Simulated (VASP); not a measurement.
# LiF in VASP: a series of runs

The runs below take LiF through single point, with HSE06.

All numbers are computed with VASP 6.6.1; they aren't measurements. Logs are shortened: lines on timing, memory, paths and dates and some standing lists are left out, and cuts for length are marked.

**1. The cell of the first run**

The structure is cubic, space group F-43m (No. 216). Conventional cell: a = 4.342 Å, b = 4.342 Å, c = 4.342 Å, α = 90.00°, β = 90.00°, γ = 90.00°. Within 2.5 Å of Li (site symmetry -43m) lie 4 F at 1.88 Å. F (site symmetry -43m) has 4 Li at 1.88 Å within 2.5 Å.

**2. Single point, HSE06 (strain +1.2%)**

The input, POSCAR:

```
LiF
1.0
    0.0000000000      2.1707747985      2.1707747985
    2.1707747985      0.0000000000      2.1707747985
    2.1707747985      2.1707747985      0.0000000000
Li F
1 1
Direct
    0.0000000000      0.0000000000      0.0000000000
    0.2500000000      0.2500000000      0.2500000000
```

The input, INCAR.step1:

```
SYSTEM = LiF
ALGO = Normal
EDIFF = 1E-5
ENCUT = 520
GGA = PE
ISIF = 2
ISMEAR = 0
LASPH = .TRUE.
LCHARG = .FALSE.
LREAL = .FALSE.
LWAVE = .TRUE.
NBANDS = 12
NELM = 100
PREC = Accurate
SIGMA = 0.01
```

The input, INCAR.step2:

```
SYSTEM = LiF
ALGO = Normal
EDIFF = 1E-6
ENCUT = 520
GGA = PE
HFSCREEN = 0.2079
ISIF = 2
ISMEAR = 0
ISTART = 1
LASPH = .TRUE.
LCHARG = .FALSE.
LHFCALC = .TRUE.
LREAL = .FALSE.
LWAVE = .FALSE.
NBANDS = 12
NELM = 100
PREC = Accurate
PRECFOCK = Normal
SIGMA = 0.01
```

The input, KPOINTS:

```
k-points
0
G
  8 8 8
  0 0 0
```

Potentials or basis: VASP PAW PBE potentials, release 64 (Li_sv, F).

Launch:

```
$ cat potpaw_PBE.64/Li_sv/POTCAR potpaw_PBE.64/F/POTCAR > POTCAR
$ cp INCAR.step1 INCAR
$ mpirun -np 1 vasp_std > vasp.out
$ cp INCAR.step2 INCAR
$ mpirun -np 1 vasp_std > vasp.out
```

OUTCAR:

```text
SYSTEM = LiF
   EDIFF = 1E-6
   ENCUT = 520
   GGA = PE
   HFSCREEN = 0.2079
   ISIF = 2
   ISMEAR = 0
   ISTART = 1
   LASPH = .TRUE.
   LHFCALC = .TRUE.
   LREAL = .FALSE.
   NELM = 100
   PREC = Accurate
   PRECFOCK = Normal

 ion  position               nearest neighbor table
   1  0.000  0.000  0.000-   2 1.88   2 1.88   2 1.88   2 1.88
   2  0.250  0.250  0.250-   1 1.88   1 1.88   1 1.88   1 1.88

  LATTYP: Found a face centered cubic cell.
 ALAT       =     4.3415495970

  Lattice vectors:

 A1 = (   0.0000000000,   2.1707747985,   2.1707747985)
 A2 = (   2.1707747985,   0.0000000000,   2.1707747985)
 A3 = (   2.1707747985,   2.1707747985,   0.0000000000)

Analysis of symmetry for initial positions (statically):
=====================================================================
 Subroutine PRICEL returns:
 Original cell was already a primitive cell.

 Routine SETGRP: Setting up the symmetry group for a
 face centered cubic supercell.

 Subroutine GETGRP returns: Found 24 space group operations
 (whereof 24 operations were pure point group operations)
 out of a pool of 48 trial point group operations.

The static configuration has the point symmetry T_d .

Analysis of symmetry for dynamics (positions and initial velocities):
=====================================================================
 Subroutine PRICEL returns:
 Original cell was already a primitive cell.

 Routine SETGRP: Setting up the symmetry group for a
 face centered cubic supercell.

 Subroutine GETGRP returns: Found 24 space group operations
 (whereof 24 operations were pure point group operations)
 out of a pool of 48 trial point group operations.

The dynamic configuration has the point symmetry T_d .

 Subroutine INISYM returns: Found 24 space group operations
 (whereof 24 operations are pure point group operations),
 and found     1 'primitive' translations

----------------------------------------------------------------------------------------

                                     Primitive cell

  volume of cell :      20.4585

  direct lattice vectors                    reciprocal lattice vectors
     0.000000000  2.170774799  2.170774799    -0.230332506  0.230332506  0.230332506
     2.170774799  0.000000000  2.170774799     0.230332506 -0.230332506  0.230332506
     2.170774799  2.170774799  0.000000000     0.230332506  0.230332506 -0.230332506

  length of vectors
     3.069939161  3.069939161  3.069939161     0.398947604  0.398947604  0.398947604

  position of ions in fractional coordinates (direct lattice)
     0.000000000  0.000000000  0.000000000
     0.250000000  0.250000000  0.250000000

  ion indices of the primitive-cell ions
   primitive index   ion index
                 1           1
                 2           2

----------------------------------------------------------------------------------------

 KPOINTS: k-points

Automatic generation of k-mesh.
 Grid dimensions read from file:
 generate k-points for:    8    8    8

 Generating k-lattice:

  Cartesian coordinates                     Fractional coordinates (reciprocal lattice)
    -0.028791563  0.028791563  0.028791563     0.125000000  0.000000000  0.000000000
     0.028791563 -0.028791563  0.028791563     0.000000000  0.125000000  0.000000000
     0.028791563  0.028791563 -0.028791563     0.000000000  0.000000000  0.125000000

  Length of vectors
     0.049868450  0.049868450  0.049868450

  Shift w.r.t. Gamma in fractional coordinates (k-lattice)
     0.000000000  0.000000000  0.000000000

 Subroutine IBZKPT returns following result:
 ===========================================

 Found     29 irreducible k-points:

 Following reciprocal coordinates:
            Coordinates               Weight
  0.000000  0.000000  0.000000      1.000000
  0.125000  0.000000  0.000000      8.000000
  0.250000  0.000000  0.000000      8.000000
  0.375000  0.000000  0.000000      8.000000
  0.500000  0.000000  0.000000      4.000000
  0.125000  0.125000  0.000000      6.000000
[... 16 lines left out ...]
  0.500000  0.250000  0.125000     48.000000
 -0.375000  0.250000  0.125000     24.000000
 [... further k-points ...]
   k-points           NKPTS =     29   k-points in BZ     NKDIM =    512   number of bands    NBANDS=     12
   number of dos      NEDOS =    301   number of ions     NIONS =      2
   total plane-waves  NPLWV =  13824
   dimension x,y,z NGX =    24 NGY =   24 NGZ =   24
   dimension x,y,z NGXF=    48 NGYF=   48 NGZF=   48
   ions per type =               1   1
   NGX,Y,Z   is equivalent  to a cutoff of  13.00, 13.00, 13.00 a.u.
   NGXF,Y,Z  is equivalent  to a cutoff of  25.99, 25.99, 25.99 a.u.
 SYSTEM =  LiF
   PREC   = accura    normal or accurate (medium, high low for compatibility)
   ISTART =      1    job   : 0-new  1-cont  2-samecut
   ICHARG =      0    charge: 1-file 2-atom 10-const
   ISPIN  =      1    spin polarized calculation?
   LNONCOLLINEAR =      F non collinear calculations
   LSORBIT =      F    spin-orbit coupling
   LASPH  =      T    aspherical Exc in radial PAW
   ENCUT  =  520.0 eV  38.22 Ry    6.18 a.u.   5.71  5.71  5.71*2*pi/ulx,y,z
   NELM   =    100;   NELMIN=  2; NELMDL=  0     # of ELM steps
   EDIFF  = 0.1E-05   stopping-criterion for ELM
   LREAL  =      F    real-space projection
   EDIFFG = 0.1E-04   stopping-criterion for IOM
   NSW    =      0    number of steps for IOM
   IBRION =     -1    ionic relax: 0-MD 1-quasi-New 2-CG
   NFREE  =      0    steps in history (QN), initial steepest desc. (CG)
   ISIF   =      2    stress and relaxation
   ISYM   =      3    0-nonsym 1-usesym 2-fastsym
   POTIM  = 0.5000    time-step for ionic-motion
   TEBEG  =    0.0;   TEEND  =   0.0 temperature during run
   PSTRESS=    0.0 pullay stress
   NELECT =      10.0000    total number of electrons
   NUPDOWN=      -1.0000    fix difference up-down
   EMIN   =  10.00;   EMAX   =-10.00  energy-range for DOS
   EFERMI =   0.00;   METHOD = LEGACY
   ISMEAR =     0;   SIGMA  =   0.01  broadening in eV -4-tet -1-fermi 0-gaus
   EFERMI_NEDOS =   21; number of points for ismear=-14 and -15
   IALGO  =     38    algorithm
   IMIX   =      1    mixing-type and parameters
     AMIX     =   0.40;   BMIX     =  1.00
     AMIX_MAG =   1.60;   BMIX_MAG =  1.00
  volume/ion in A,a.u.               =      10.23        69.03
  Fermi-wavevector in a.u.,A,eV,Ry     =   1.289585  2.436963 22.626899  1.663030
  Thomas-Fermi vector in A             =   2.421469
   LORBIT       =      0    0 simple, 1 ext, 2 COOP (PROOUT), +10 PAW based schemes
   GGA     = PE    functional components
   LHFCALC =     T    Hartree Fock is set to
   PRECFOCK=normal    Normal, Fast or Accurate (Low or Medium for compatibility)
   ENCUT4O =  -1.0   cutoff for four orbital integrals eV
   NKREDX  =     1    reduce k-point grid by
   NKREDY  =     1    reduce k-point grid by
   NKREDZ  =     1    reduce k-point grid by
   AEXX    =    0.2500 exact exchange contribution
   HFSCREEN=    0.2079 screening length (either q_TF or 0.3 A-1)
   HFSCREENC=   0.2079 screening length for correlation (either q_TF or 0.3 A-1)
   ENCUTFOCK=  -1.0 apply spherical cutoff to Coloumb kernel
   IVDW    =     0    specifies the selected vdW correction
   LEPSILON=     F    determine dielectric tensor
   LRPA    =     F    only Hartree local field effects (RPA)
 non-spin polarized calculation
 Gauss-broadening in eV      SIGMA  =   0.01
  energy-cutoff  :      520.00
  volume of cell :       20.46
 maximum number of plane-waves:       568
  NGX = 18; NGY = 18; NGZ = 18

 number of electron       9.9999987 magnetization

 Free energy of the ion-electron system (eV)
  ---------------------------------------------------
  ext. energy  EPLUGINS =         0.00000000
  ---------------------------------------------------
  free energy    TOTEN  =       -11.35792973 eV

  energy without entropy =      -11.35792973  energy(sigma->0) =      -11.35792973

 E-fermi :  -4.3331     XC(G=0):  -7.1636

 val. band max:       -4.3997303179   @ k =   0.0000   0.0000   0.0000
 cond. band min:       5.4714470890   @ k =   0.0000   0.0000   0.0000
 fundamental gap:      9.8711774069
 Fermi energy:        -4.3330787633

 k-point     1 :       0.0000    0.0000    0.0000
  band No.  band energies     occupation
      1     -46.8689      2.00000
      2     -25.2448      2.00000
      3      -4.3997      2.00000
      4      -4.3997      2.00000
      5      -4.3997      2.00000
      6       5.4714      0.00000
      7      17.2601      0.00000
      8      17.2601      0.00000
      9      17.2601      0.00000
     10      25.6576      0.00000
     11      25.6576      0.00000
     12      25.6576      0.00000

 k-point     2 :       0.1250    0.0000    0.0000
  band No.  band energies     occupation
      1     -46.8640      2.00000
      2     -25.2191      2.00000
      3      -4.7250      2.00000
      4      -4.4394      2.00000
      5      -4.4394      2.00000
      6       5.9146      0.00000
      7      16.8670      0.00000
      8      17.3423      0.00000
      9      17.3423      0.00000
     10      24.0897      0.00000
     11      24.1769      0.00000
     12      24.1769      0.00000

 k-point     3 :       0.2500    0.0000    0.0000
  band No.  band energies     occupation
      1     -46.8519      2.00000
      2     -25.1557      2.00000
      3      -5.4485      2.00000
      4      -4.5330      2.00000
      5      -4.5330      2.00000
      6       7.0799      0.00000
      7      15.5114      0.00000
      8      17.3254      0.00000
      9      17.3254      0.00000
     10      23.4446      0.00000
     11      23.4446      0.00000
     12      23.7524      0.00000

 k-point     4 :       0.3750    0.0000    0.0000
  band No.  band energies     occupation
      1     -46.8397      2.00000
      2     -25.0898      2.00000
      3      -6.1062      2.00000
      4      -4.6238      2.00000
      5      -4.6238      2.00000
      6       8.6136      0.00000
      7      13.7047      0.00000
      8      17.0387      0.00000
      9      17.0387      0.00000
     10      23.9196      0.00000
     11      23.9196      0.00000
     12      23.9320      0.00000

 k-point     5 :       0.5000    0.0000    0.0000
  band No.  band energies     occupation
      1     -46.8348      2.00000
      2     -25.0623      2.00000
      3      -6.3637      2.00000
      4      -4.6606      2.00000
      5      -4.6606      2.00000
      6       9.6295      0.00000
      7      12.5899      0.00000
      8      16.8693      0.00000
      9      16.8693      0.00000
     10      23.8762      0.00000
     11      24.3756      0.00000
     12      24.3756      0.00000
[... 228 lines left out ...]
      1     -46.8237      2.00000
      2     -25.0083      2.00000
      3      -5.8200      2.00000
      4      -5.1935      2.00000
      5      -5.1935      2.00000
      6       8.2612      0.00000
      7      13.6744      0.00000
      8      17.3315      0.00000
      9      17.3315      0.00000
     10      19.3759      0.00000
     11      24.3175      0.00000
     12      32.2553      0.00000

 k-point    22 :       0.3750    0.2500    0.1250
  band No.  band energies     occupation
      1     -46.8429      2.00000
      2     -25.1088      2.00000
      3      -5.5766      2.00000
      4      -4.8918      2.00000
      5      -4.6536      2.00000
      6       7.7653      0.00000
      7      14.9150      0.00000
      8      16.7836      0.00000
      9      17.8352      0.00000
     10      19.6352      0.00000
     11      25.5419      0.00000
     12      27.5840      0.00000

 k-point    23 :       0.5000    0.2500    0.1250
  band No.  band energies     occupation
      1     -46.8332      2.00000
      2     -25.0559      2.00000
      3      -5.9705      2.00000
      4      -5.0303      2.00000
      5      -4.7745      2.00000
      6       9.0512      0.00000
      7      13.2016      0.00000
      8      16.5674      0.00000
      9      17.5945      0.00000
     10      20.5871      0.00000
     11      25.1500      0.00000
     12      27.7699      0.00000

 k-point    24 :      -0.3750    0.2500    0.1250
  band No.  band energies     occupation
      1     -46.8291      2.00000
      2     -25.0334      2.00000
      3      -6.1405      2.00000
      4      -5.0474      2.00000
      5      -4.8533      2.00000
      6       9.9780      0.00000
      7      12.1761      0.00000
      8      16.4373      0.00000
      9      17.4601      0.00000
     10      20.9990      0.00000
     11      25.1036      0.00000
     12      28.2415      0.00000

 [... further k-points ...]
[... 5 lines left out ...]
  --------------------------------------------------------------------------------------
  -------------------------------------------------------------------------------------
  Total       -0.1492135     -0.1492135     -0.1492135      0.0000000      0.0000000     -0.0000000
  in kB      -11.6854237    -11.6854237    -11.6854237      0.0000000      0.0000000     -0.0000000
  external PRESSURE =     -11.6854237 kB  Pullay stress =       0.0000000 kB

 VOLUME and BASIS-vectors are now :
 -----------------------------------------------------------------------------
  energy-cutoff  :      520.00
  volume of cell :       20.46
      direct lattice vectors                 reciprocal lattice vectors
     0.000000000  2.170774799  2.170774799    -0.230332506  0.230332506  0.230332506
     2.170774799  0.000000000  2.170774799     0.230332506 -0.230332506  0.230332506
     2.170774799  2.170774799  0.000000000     0.230332506  0.230332506 -0.230332506

 POSITION                                       TOTAL-FORCE (eV/Angst)
 -----------------------------------------------------------------------------------
      0.00000      0.00000      0.00000        -0.000000     -0.000000      0.000000
      1.08539      1.08539      1.08539         0.000000      0.000000     -0.000000
 -----------------------------------------------------------------------------------
    total drift:                                0.000004      0.000003      0.000003

  FREE ENERGIE OF THE ION-ELECTRON SYSTEM (eV)
  ---------------------------------------------------
  free  energy   TOTEN  =       -11.3579297341 eV

  energy  without entropy=      -11.3579297341  energy(sigma->0) =      -11.35792973
```

Wall time 19 min (1 thread of AMD EPYC 9R45 (Zen 5), shared host); peak memory 0.22 GiB.

Results:

```
Free energy            : -11.3579 eV
Band gap on the k mesh : 9.87 eV, direct
```

Caveat: the cell differs from its parent crystal (strain +1.2%); the cutoff is under 1.25 times the usual one of these potentials, so pressure, stress and relaxed cells hold a basis-set (Pulay) error; the PAW data sets were made with another functional, which shifts forces and pressure a little.

**3. Single point, HSE06 (strain along [111] -2.3%)**

The input, POSCAR:

```
LiF
1.0
   -0.0325980804      2.1120124695      2.1120124695
    2.1120124695     -0.0325980804      2.1120124695
    2.1120124695      2.1120124695     -0.0325980804
Li F
1 1
Direct
   -0.0015814982     -0.0015814982     -0.0015814982
    0.2515814982      0.2515814982      0.2515814982
```

The input, INCAR.step1:

```
SYSTEM = LiF
ALGO = Normal
EDIFF = 1E-5
ENCUT = 520
GGA = PE
ISIF = 2
ISMEAR = 0
LASPH = .True.
LREAL = .False.
LWAVE = .True.
NBANDS = 12
NELM = 100
PREC = Accurate
SIGMA = 0.01
```

The input, INCAR.step2:

```
SYSTEM = LiF
ALGO = Normal
EDIFF = 1E-6
ENCUT = 520
GGA = PE
HFSCREEN = 0.2079
ISIF = 2
ISMEAR = 0
ISTART = 1
LASPH = .True.
LCHARG = .True.
LELF = .True.
LHFCALC = .True.
LREAL = .False.
LVHAR = .True.
LWAVE = .False.
NBANDS = 12
NELM = 100
PREC = Accurate
PRECFOCK = Normal
SIGMA = 0.01
```

The input, KPOINTS:

```
k-points
0
Gamma
  8 8 8
  0 0 0
```

Potentials or basis: VASP PAW PBE potentials, release 64 (Li_sv, F).

Launch:

```
$ cat potpaw_PBE.64/Li_sv/POTCAR potpaw_PBE.64/F/POTCAR > POTCAR
$ cp INCAR.step1 INCAR
$ mpirun -np 1 vasp_std > vasp.out
$ cp INCAR.step2 INCAR
$ mpirun -np 1 vasp_std > vasp.out
```

Run time: 43 min. Hardware: 1 thread of AMD EPYC 9R45 (Zen 5), shared host; peak memory 0.23 GiB.

Results (log left out):

```
Free energy            : -11.3498 eV
Band gap on the k mesh : 10.16 eV, direct
```

Levels at points of the mesh, in eV from the valence-band top:
```tsv
k point	band 3	band 4	band 5	band 6	band 7	band 8
(0.00, 0.00, 0.00)	-0.09	-0.09	0.00	10.16	21.97	21.97
(0.50, 0.00, 0.00)	-2.19	-0.35	-0.30	14.35	17.50	21.76
(0.50, 0.50, 0.00)	-1.59	-0.98	-0.87	12.81	18.50	22.24
(0.50, 0.50, 0.50)	-2.20	-0.40	-0.40	14.51	17.60	21.47
```

Caveat: the cell differs from its parent crystal (strain along [111] -2.3%); the cutoff is under 1.25 times the usual one of these potentials, so pressure, stress and relaxed cells hold a basis-set (Pulay) error; the PAW data sets were made with another functional, which shifts forces and pressure a little.
